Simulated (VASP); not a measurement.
A run of VASP 6.6.1 is set up as follows.

File INCAR:

```
ALGO = Normal
EDIFF = 1E-6
ENCUT = 520
GGA = PE
ISIF = 2
ISMEAR = 0
LASPH = True
LCHARG = True
LELF = True
LREAL = False
LVHAR = True
LWAVE = False
NBANDS = 20
NELM = 80
PREC = Accurate
SIGMA = 0.1
```

File KPOINTS:

```
k-points
0
Gamma
  6 6 4
```

POSCAR

```
Si2B
1.0
    3.3345986233      0.0000000000      0.0000000000
    0.0000000000      3.3345986233      0.0000000000
    0.0000000000      0.0000000000      6.1925894904
Si B
4 2
Direct
    0.0000000000      0.0000000000      0.0000000000
    0.5000000000      0.5000000000      0.0000000000
    0.5000000000      0.0000000000      0.6454987071
    0.0000000000      0.5000000000      0.3545012929
    0.5000000000      0.0000000000      0.3105434288
    0.0000000000      0.5000000000      0.6894565712
```

Potentials or basis: VASP PAW PBE potentials, release 64 (Si, B).

Run with:

```sh
$ cat potpaw_PBE.64/Si/POTCAR potpaw_PBE.64/B/POTCAR > POTCAR
$ mpirun -np 1 vasp_std > vasp.out
```

(1) Predict the largest force.

(2) Predict the pressure.

## Answers

(1) 0.007 eV/Å.

(2) -0.2 GPa.
